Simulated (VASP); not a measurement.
A run of VASP 6.6.1 is set up as follows.

The input INCAR:

```
SYSTEM = Al2InN3
PREC = Accurate ; ENCUT = 600
EDIFF = 1E-6 ; ISMEAR = 0
SIGMA = 0.1 ; LREAL = .FALSE.
LASPH = .TRUE. ; NELM = 120
ALGO = Normal ; ISIF = 2
LWAVE = .FALSE. ; LCHARG = .FALSE.
GGA = PE ; NBANDS = 46
GGA_COMPAT = .FALSE.
```

The input KPOINTS:

```
Automatic mesh
0
G
  4 4 4
  0 0 0
```

POSCAR

```
Al2InN3
1.0
   -3.2563731590      3.2563731590      0.0000000000
    3.2563731590      3.2563731590      0.0000000000
    1.6281865795     -1.6281865795     -6.9377251476
Al In N
4 2 6
Direct
    0.8251642737      0.5000000000      0.6503285475
    0.3251642737      1.0000000000      0.6503285475
    0.6748357263      0.0000000000      0.3496714525
    0.1748357263      0.5000000000      0.3496714525
    0.5000000000      0.5000000000      0.0000000000
    0.0000000000      0.0000000000      0.0000000000
    0.3514337206      0.2500000000      0.2028674413
    0.8514337206      0.7500000000      0.2028674413
    0.6485662794      0.2500000000      0.7971325587
    0.1485662794      0.7500000000      0.7971325587
    1.0000000000      0.2500000000      0.5000000000
    0.5000000000      0.7500000000      0.5000000000
```

Potentials or basis: VASP PAW PBE potentials, release 64 (Al, In_d, N).

Run with:

```sh
$ cat potpaw_PBE.64/Al/POTCAR potpaw_PBE.64/In_d/POTCAR potpaw_PBE.64/N/POTCAR > POTCAR
$ mpirun -np 1 vasp_std > vasp.out
```

Q: What does it give for the pressure?

A: -0.2 GPa.

Q: Predict the band gap on the k mesh.

A: 1.64 eV.

Forces on the atoms (eV/Å):
```
Al   0.000  0.000 -0.002
Al   0.000  0.000 -0.002
Al   0.000  0.000  0.002
Al   0.000  0.000  0.002
In   0.000  0.000  0.000
In   0.000  0.000  0.000
N    0.000  0.000 -0.034
N    0.000  0.000 -0.034
N    0.000  0.000  0.034
N    0.000  0.000  0.034
N    0.000  0.000  0.000
N    0.000  0.000  0.000
```

Caveat: spin-orbit coupling is left out, which moves the levels of the heavy elements.
